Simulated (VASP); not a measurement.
Here is a VASP 6.6.1 calculation.

Contents of INCAR:

```
SYSTEM = Cd
PREC     = Accurate       ! precision mode
ENCUT    = 520            ! plane-wave cutoff, eV
EDIFF    = 1E-7           ! SCF threshold, eV
ISMEAR   = -1             ! smearing method
SIGMA    = 0.1            ! smearing width, eV
LREAL    = .False.        ! projectors in reciprocal space
LASPH    = .True.         ! aspherical terms in the spheres
NELM     = 80             ! most SCF steps
ALGO     = Normal         ! electronic algorithm
ISIF     = 2              ! what is computed and relaxed
LWAVE    = .False.        ! write WAVECAR
LCHARG   = .False.        ! write CHGCAR
GGA      = PS             ! functional
NBANDS   = 12             ! bands
```

Contents of KPOINTS:

```
Automatic mesh
0
Gamma
  9 9 9
  0 0 0
```

POSCAR

```
Cd
1.0
    0.0000000000      2.1728689270      2.1728689270
    2.1728689270      0.0000000000      2.1728689270
    2.1728689270      2.1728689270      0.0000000000
Cd
1
Direct
    0.0000000000      0.0000000000      0.0000000000
```

Potentials or basis: VASP PAW PBE potentials, release 64 (Cd).

The run is started by

```bash
$ cat potpaw_PBE.64/Cd/POTCAR > POTCAR
$ mpirun -np 1 vasp_std > vasp.out
```

Q: Predict the pressure.

A: 1.9 GPa.

Q: Estimate the band gap on the k mesh.

A: Zero (band 6 reaches 3.79 eV, above the bottom of band 7 at 2.27 eV).

Caveat: the PAW data sets were made with another functional, which shifts forces and pressure a little.
